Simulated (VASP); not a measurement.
A run of VASP 6.6.1 is set up as follows.

Contents of INCAR:

```
ALGO = Normal
EDIFF = 1E-6
EDIFFG = -0.04
ENCUT = 600
GGA = PE
IBRION = 2
ISIF = 3
ISMEAR = 0
LASPH = True
LCHARG = False
LREAL = False
LWAVE = False
NELM = 60
NSW = 90
PREC = Accurate
SIGMA = 0.1
```

Contents of KPOINTS:

```
k-points
0
Gamma
  4 6 4
```

POSCAR

```
KNa
1.0
    5.5436300478      0.0000000000      0.0000000000
    0.0000000000      3.6685787081      0.0000000000
    0.0000000000      0.0000000000      5.6600928640
K Na
2 2
Direct
    0.7500000000      0.0000000000      0.6870000000
    0.2500000000      0.0000000000      0.3130000000
    0.7500000000      0.5000000000      0.1880000000
    0.2500000000      0.5000000000      0.8120000000
```

Potentials or basis: VASP PAW PBE potentials, release 64 (K_sv, Na_pv).

Launch:

```sh
$ cat potpaw_PBE.64/K_sv/POTCAR potpaw_PBE.64/Na_pv/POTCAR > POTCAR
$ mpirun -np 1 vasp_std > vasp.out
```

Question: Predict the band gap on the k mesh.

Answer: Zero (bands 16 and 17 overlap by 1.34 eV).

Question: Predict the relaxed cell.

Answer: a = 6.747 Å, b = 4.586 Å, c = 6.951 Å, α = 90.00°, β = 90.00°, γ = 90.00°.

Question: Estimate the space group after relaxing (to 0.1 Å).

Answer: Pmma (No. 51).

Final structure:
```cif
data_structure
_symmetry_space_group_name_H-M 'P 1'
_symmetry_Int_Tables_number 1
_cell_length_a 6.7471
_cell_length_b 4.5862
_cell_length_c 6.9506
_cell_angle_alpha 90.000
_cell_angle_beta 90.000
_cell_angle_gamma 90.000
_cell_volume 215.07
loop_
_atom_site_label
_atom_site_type_symbol
_atom_site_fract_x
_atom_site_fract_y
_atom_site_fract_z
_atom_site_occupancy
K1 K 0.75000 0.00000 0.69915 1
K2 K 0.25000 0.00000 0.30085 1
Na1 Na 0.75000 0.50000 0.17890 1
Na2 Na 0.25000 0.50000 0.82110 1
```
